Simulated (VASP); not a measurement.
# Sb in VASP: single point with revPBE+D3(BJ)

Aim: the single point of Sb with revPBE+D3(BJ).

All numbers are computed with VASP 6.6.1; they aren't measurements. Logs are shortened: lines on timing, memory, paths and dates and some standing lists are left out, and cuts for length are marked.

**1. The cell of the first run**

The cell holds a sheet with vacuum, 2 atoms: a = 4.059 Å, b = 4.059 Å, c = 27.100 Å, α = 90.00°, β = 90.00°, γ = 120.00°.

**2. Single point, revPBE+D3(BJ)**

Input file INCAR:

```
SYSTEM = Sb
PREC = Accurate
ENCUT = 400
EDIFF = 1E-6
ISMEAR = 0
SIGMA = 0.03
LREAL = .False.
LASPH = .True.
NELM = 120
ALGO = Normal
ISIF = 2
LWAVE = .False.
LCHARG = .False.
LDIPOL = .True.
IDIPOL = 3
DIPOL = 0.5 0.5 0.289
GGA = RE
IVDW = 12
NBANDS = 12
GGA_COMPAT = .False.
NELMDL = -8
```

Input file KPOINTS:

```
regular mesh
0
Gamma
  12 12 1
  0 0 0
```

Input file POSCAR:

```
Sb
1.0
    4.0587738983      0.0000000000      0.0000000000
   -2.0293869492      3.5150013042      0.0000000000
    0.0000000000      0.0000000000     27.1000000030
Sb
2
Direct
    0.3333333333      0.6666666667      0.2580857553
    0.6666666667      0.3333333333      0.3194050196
```

Potentials or basis: VASP PAW PBE potentials, release 64 (Sb).

Launch:

```sh
$ cat potpaw_PBE.64/Sb/POTCAR > POTCAR
$ mpirun -np 1 vasp_std > vasp.out
```

OUTCAR:

```text
SYSTEM = Sb
   PREC = Accurate
   ENCUT = 400
   EDIFF = 1E-6
   ISMEAR = 0
   LREAL = .False.
   LASPH = .True.
   NELM = 120
   ISIF = 2
   GGA = RE
   IVDW = 12
   NELMDL = -8
 IVDW          = 12

 ion  position               nearest neighbor table
   1  0.333  0.667  0.258-   2 2.87   2 2.87   2 2.87
   2  0.667  0.333  0.319-   1 2.87   1 2.87   1 2.87

  LATTYP: Found a hexagonal cell.
 ALAT       =     4.0587738983
 C/A-ratio  =     6.6768932397

  Lattice vectors:

 A1 = (   4.0587738983,   0.0000000000,   0.0000000000)
 A2 = (  -2.0293869492,   3.5150013042,   0.0000000000)
 A3 = (   0.0000000000,   0.0000000000,  27.1000000030)

Analysis of symmetry for initial positions (statically):
=====================================================================
 Subroutine PRICEL returns:
 Original cell was already a primitive cell.

 Routine SETGRP: Setting up the symmetry group for a
 hexagonal supercell.

 Subroutine GETGRP returns: Found 12 space group operations
 (whereof  6 operations were pure point group operations)
 out of a pool of 24 trial point group operations.

The static configuration has the point symmetry C_3v.
 The point group associated with its full space group is D_3d.

Analysis of symmetry for dynamics (positions and initial velocities):
=====================================================================
 Subroutine PRICEL returns:
 Original cell was already a primitive cell.

 Routine SETGRP: Setting up the symmetry group for a
 hexagonal supercell.

 Subroutine GETGRP returns: Found 12 space group operations
 (whereof  6 operations were pure point group operations)
 out of a pool of 24 trial point group operations.

The dynamic configuration has the point symmetry C_3v.
 The point group associated with its full space group is D_3d.

 Subroutine INISYM returns: Found 12 space group operations
 (whereof  6 operations are pure point group operations),
 and found     1 'primitive' translations

----------------------------------------------------------------------------------------

                                     Primitive cell

  volume of cell :     386.6247

  direct lattice vectors                    reciprocal lattice vectors
     4.058773898  0.000000000  0.000000000     0.246379824  0.142247458  0.000000000
    -2.029386949  3.515001304  0.000000000     0.000000000  0.284494916  0.000000000
     0.000000000  0.000000000 27.100000003     0.000000000  0.000000000  0.036900369

  length of vectors
     4.058773898  4.058773898 27.100000003     0.284494916  0.284494916  0.036900369

  position of ions in fractional coordinates (direct lattice)
     0.333333333  0.666666667  0.258085755
     0.666666667  0.333333333  0.319405020

  ion indices of the primitive-cell ions
   primitive index   ion index
                 1           1
                 2           2

----------------------------------------------------------------------------------------

 KPOINTS: regular mesh

Automatic generation of k-mesh.
 Grid dimensions read from file:
 generate k-points for:   12   12    1

 Generating k-lattice:

  Cartesian coordinates                     Fractional coordinates (reciprocal lattice)
     0.020531652  0.011853955  0.000000000     0.083333333  0.000000000  0.000000000
     0.000000000  0.023707910  0.000000000     0.000000000  0.083333333  0.000000000
     0.000000000  0.000000000  0.036900369     0.000000000  0.000000000  1.000000000

  Length of vectors
     0.023707910  0.023707910  0.036900369

  Shift w.r.t. Gamma in fractional coordinates (k-lattice)
     0.000000000  0.000000000  0.000000000

 Subroutine IBZKPT returns following result:
 ===========================================

 Found     19 irreducible k-points:

 Following reciprocal coordinates:
            Coordinates               Weight
  0.000000  0.000000  0.000000      1.000000
  0.083333 -0.000000  0.000000      6.000000
  0.166667  0.000000  0.000000      6.000000
  0.250000  0.000000  0.000000      6.000000
  0.333333  0.000000  0.000000      6.000000
  0.416667 -0.000000  0.000000      6.000000
[... 11 lines left out ...]
  0.333333  0.250000  0.000000     12.000000
  0.333333  0.333333  0.000000      2.000000
   k-points           NKPTS =     19   k-points in BZ     NKDIM =     19   number of bands    NBANDS=     12
   number of dos      NEDOS =    301   number of ions     NIONS =      2
   total plane-waves  NPLWV = 141120
   dimension x,y,z NGX =    28 NGY =   28 NGZ =  180
   dimension x,y,z NGXF=    56 NGYF=   56 NGZF=  360
   ions per type =               2
   NGX,Y,Z   is equivalent  to a cutoff of  11.47, 11.47, 11.04 a.u.
   NGXF,Y,Z  is equivalent  to a cutoff of  22.94, 22.94, 22.08 a.u.
 SYSTEM =  Sb
   PREC   = accura    normal or accurate (medium, high low for compatibility)
   ISTART =      0    job   : 0-new  1-cont  2-samecut
   ICHARG =      2    charge: 1-file 2-atom 10-const
   ISPIN  =      1    spin polarized calculation?
   LNONCOLLINEAR =      F non collinear calculations
   LSORBIT =      F    spin-orbit coupling
   LASPH  =      T    aspherical Exc in radial PAW
   ENCUT  =  400.0 eV  29.40 Ry    5.42 a.u.   6.62  6.62 44.19*2*pi/ulx,y,z
   NELM   =    120;   NELMIN=  2; NELMDL= -8     # of ELM steps
   EDIFF  = 0.1E-05   stopping-criterion for ELM
   LREAL  =      F    real-space projection
   EDIFFG = 0.1E-04   stopping-criterion for IOM
   NSW    =      0    number of steps for IOM
   IBRION =     -1    ionic relax: 0-MD 1-quasi-New 2-CG
   NFREE  =      0    steps in history (QN), initial steepest desc. (CG)
   ISIF   =      2    stress and relaxation
   ISYM   =      2    0-nonsym 1-usesym 2-fastsym
   POTIM  = 0.5000    time-step for ionic-motion
   TEBEG  =    0.0;   TEEND  =   0.0 temperature during run
   PSTRESS=    0.0 pullay stress
   NELECT =      10.0000    total number of electrons
   NUPDOWN=      -1.0000    fix difference up-down
   EMIN   =  10.00;   EMAX   =-10.00  energy-range for DOS
   EFERMI =   0.00;   METHOD = LEGACY
   ISMEAR =     0;   SIGMA  =   0.03  broadening in eV -4-tet -1-fermi 0-gaus
   EFERMI_NEDOS =   21; number of points for ismear=-14 and -15
   IALGO  =     38    algorithm
   IMIX   =      4    mixing-type and parameters
     AMIX     =   0.40;   BMIX     =  1.00
     AMIX_MAG =   1.60;   BMIX_MAG =  1.00
  volume/ion in A,a.u.               =     193.31      1304.54
  Fermi-wavevector in a.u.,A,eV,Ry     =   0.484148  0.914907  3.189198  0.234399
  Thomas-Fermi vector in A             =   1.483690
   LORBIT       =      0    0 simple, 1 ext, 2 COOP (PROOUT), +10 PAW based schemes
   GGA     = RE    functional components
   LHFCALC =     F    Hartree Fock is set to
   AEXX    =    0.0000 exact exchange contribution
   IVDW    =    12    specifies the selected vdW correction
   LEPSILON=     F    determine dielectric tensor
   LRPA    =     F    only Hartree local field effects (RPA)
 non-spin polarized calculation
 Gauss-broadening in eV      SIGMA  =   0.03
  energy-cutoff  :      400.00
  volume of cell :      386.62
 maximum number of plane-waves:      7097
 NGX is ok and might be reduce to    28
   NGX = 13   NGY = 13   NGZ = 89

 dipolmoment           0.000000      0.000000      0.000000 electrons x Angstroem

 number of electron      10.0000000 magnetization

 dipolmoment           0.000000      0.000000     -0.000000 electrons x Angstroem

 Free energy of the ion-electron system (eV)
  ---------------------------------------------------
  ext. energy  EPLUGINS =         0.00000000
  ---------------------------------------------------
  free energy    TOTEN  =        -7.61944636 eV

  energy without entropy =       -7.61944636  energy(sigma->0) =       -7.61944636

 E-fermi :  -2.6842     XC(G=0):  -2.0143

 val. band max:       -2.8095328411   @ k =   0.0000   0.0000   0.0000
 cond. band min:      -1.6319471040   @ k =   0.3333   0.0000   0.0000
 fundamental gap:      1.1775857371
 Fermi energy:        -2.6842242592

 k-point     1 :       0.0000    0.0000    0.0000
  band No.  band energies     occupation
      1     -14.3333      2.00000
      2      -9.2939      2.00000
      3      -3.6464      2.00000
      4      -2.8095      2.00000
      5      -2.8095      2.00000
      6      -1.1170      0.00000
      7      -0.0285      0.00000
      8      -0.0285      0.00000
      9       1.2264      0.00000
     10       1.4575      0.00000
     11       1.9313      0.00000
     12       2.2292      0.00000

 k-point     2 :       0.0833   -0.0000    0.0000
  band No.  band energies     occupation
      1     -14.2565      2.00000
      2      -9.2829      2.00000
      3      -3.6103      2.00000
      4      -3.5607      2.00000
      5      -2.9902      2.00000
      6      -0.6609      0.00000
      7      -0.0951      0.00000
      8       0.1401      0.00000
      9       1.3378      0.00000
     10       1.5444      0.00000
     11       2.0153      0.00000
     12       2.3169      0.00000

 k-point     3 :       0.1667    0.0000    0.0000
  band No.  band energies     occupation
      1     -14.0287      2.00000
      2      -9.2838      2.00000
      3      -4.6933      2.00000
      4      -3.5320      2.00000
      5      -3.3884      2.00000
      6      -1.0574      0.00000
      7       0.4574      0.00000
      8       0.5156      0.00000
      9       1.6020      0.00000
     10       1.8106      0.00000
     11       2.2625      0.00000
     12       2.5660      0.00000

 k-point     4 :       0.2500    0.0000    0.0000
  band No.  band energies     occupation
      1     -13.6586      2.00000
      2      -9.4091      2.00000
      3      -5.5917      2.00000
      4      -3.8083      2.00000
      5      -3.5382      2.00000
      6      -1.5285      0.00000
      7       0.6169      0.00000
      8       0.6650      0.00000
      9       1.8563      0.00000
     10       2.2088      0.00000
     11       2.6666      0.00000
     12       2.9422      0.00000

 k-point     5 :       0.3333    0.0000    0.0000
  band No.  band energies     occupation
      1     -13.1691      2.00000
      2      -9.7961      2.00000
      3      -6.0270      2.00000
      4      -4.1493      2.00000
      5      -3.8089      2.00000
      6      -1.6319      0.00000
      7       0.1736      0.00000
      8       0.7131      0.00000
      9       2.3515      0.00000
     10       2.5119      0.00000
     11       3.1137      0.00000
     12       3.4290      0.00000
[... 153 lines left out ...]
      1     -12.0902      2.00000
      2     -10.8309      2.00000
      3      -6.1056      2.00000
      4      -5.0658      2.00000
      5      -4.4617      2.00000
      6      -0.9308      0.00000
      7       0.0991      0.00000
      8       0.3389      0.00000
      9       2.5854      0.00000
     10       4.1763      0.00000
     11       4.3247      0.00000
     12       4.5015      0.00000

 k-point    17 :       0.2500    0.2500    0.0000
  band No.  band energies     occupation
      1     -12.4429      2.00000
      2     -10.4102      2.00000
      3      -6.0010      2.00000
      4      -5.5151      2.00000
      5      -4.0352      2.00000
      6      -0.9608      0.00000
      7      -0.1837      0.00000
      8       1.0485      0.00000
      9       3.2882      0.00000
     10       3.3330      0.00000
     11       3.8268      0.00000
     12       3.9702      0.00000

 k-point    18 :       0.3333    0.2500    0.0000
  band No.  band energies     occupation
      1     -11.9222      2.00000
      2     -10.9227      2.00000
      3      -6.3420      2.00000
      4      -5.1455      2.00000
      5      -4.4342      2.00000
      6      -1.2873      0.00000
      7       0.2845      0.00000
      8       0.8139      0.00000
      9       3.4419      0.00000
     10       3.9572      0.00000
     11       4.1296      0.00000
     12       4.6153      0.00000

 k-point    19 :       0.3333    0.3333    0.0000
  band No.  band energies     occupation
      1     -11.4090      2.00000
      2     -11.4090      2.00000
      3      -6.5200      2.00000
      4      -4.7820      2.00000
      5      -4.7820      2.00000
      6      -1.4957      0.00000
      7       0.6709      0.00000
      8       0.6709      0.00000
      9       3.7394      0.00000
     10       4.5410      0.00000
     11       4.5410      0.00000
     12       4.9812      0.00000

------------------------ aborting loop because EDIFF is reached ----------------------------------------

 vacuum level on the upper side and lower side of the slab       (xc-potential included)        -0.008        -0.008

 Edisp (eV)   -0.92195

 E8    (eV) :    -0.6876

  FORCE on cell =-STRESS in cart. coord.  units (eV):
  Direction    XX          YY          ZZ          XY          YZ          ZX
  --------------------------------------------------------------------------------------
  -------------------------------------------------------------------------------------
  Total       0.00254     0.00254     0.12051    -0.00000     0.00000     0.00000
  in kB       0.01051     0.01051     0.49941    -0.00000     0.00000     0.00000
  external pressure =        0.17 kB  Pullay stress =        0.00 kB

 VOLUME and BASIS-vectors are now :
 -----------------------------------------------------------------------------
  energy-cutoff  :      400.00
  volume of cell :      386.62
      direct lattice vectors                 reciprocal lattice vectors
     4.058773898  0.000000000  0.000000000     0.246379824  0.142247458  0.000000000
    -2.029386949  3.515001304  0.000000000     0.000000000  0.284494916  0.000000000
     0.000000000  0.000000000 27.100000003     0.000000000  0.000000000  0.036900369

 POSITION                                       TOTAL-FORCE (eV/Angst)
 -----------------------------------------------------------------------------------
     -0.00000      2.34333      6.99412        -0.000000      0.000000     -0.076191
      2.02939      1.17167      8.65588         0.000000     -0.000000      0.076191
 -----------------------------------------------------------------------------------
    total drift:                               -0.000000     -0.000000     -0.000001

  FREE ENERGIE OF THE ION-ELECTRON SYSTEM (eV)
  ---------------------------------------------------
  free  energy   TOTEN  =        -8.5414012826 eV

  energy  without entropy=       -8.5414012826  energy(sigma->0) =       -8.54140128

 vacuum level on the upper side and lower side of the slab         1.762         1.762
```

Run time: 1.8 min. Hardware: 1 thread of Intel Xeon 6975P-C, shared host; peak memory 0.36 GiB.

What came out:

```
Free energy                : -8.5414 eV
Largest force              : 0.076 eV/Å
Band gap on the k mesh     : 1.18 eV, indirect (least direct gap 1.69 eV)
Dispersion energy per atom : -0.461 eV
```

Forces in eV/Å, atoms in the order of the input:
```
Sb   0.000  0.000 -0.076
Sb   0.000  0.000  0.076
```

Caveat: the PAW data sets were made with another functional, which shifts forces and pressure a little; spin-orbit coupling is left out, which moves the levels of the heavy elements.
